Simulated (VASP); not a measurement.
MgO:

```
CELL_PARAMETERS angstrom
0.00000 2.13515 2.13515
2.37535 0.00000 2.13515
2.37535 2.13515 0.00000
ATOMIC_POSITIONS crystal
Mg 0.00000 0.00000 0.00000
O 0.50000 0.50000 0.50000
```

This cell differs from its parent crystal: strain +0.1125 x Voigt [1, 0, 0, 0, 0, 0].

Base run:

| Quantity | Value |
| --- | --- |
| Program | VASP 6.6.1 |
| Functional | r2SCAN |
| Potentials or basis | VASP PAW PBE potentials, release 64 (Mg, O) |
| Cutoff | 520 eV |
| k mesh | 10 × 10 × 10 |
| Occupations | gaussian, width 0.05 eV |
| Spin | no spin polarisation |

Its results: band gap on the k mesh 4.09 eV, direct; pressure -17.3 GPa.

Task: The run is repeated on the same cell with these changes: potentials or basis from VASP PAW PBE potentials, release 64 (Mg, O) to VASP PAW PBE potentials, release 64 (Mg_sv, O); cutoff from 520 eV to 660 eV; further incar settings from ALGO = Normal; EDIFF = 1e-06; NBANDS = 11 to ALGO = Normal; EDIFF = 1e-06; NBANDS = 15; valence electrons from 8 to 16. What comes out?

Result: Band gap on the k mesh 4.15 eV, direct; pressure -16.9 GPa.

Caveats: the PAW data sets were made with another functional, which shifts forces and pressure a little.

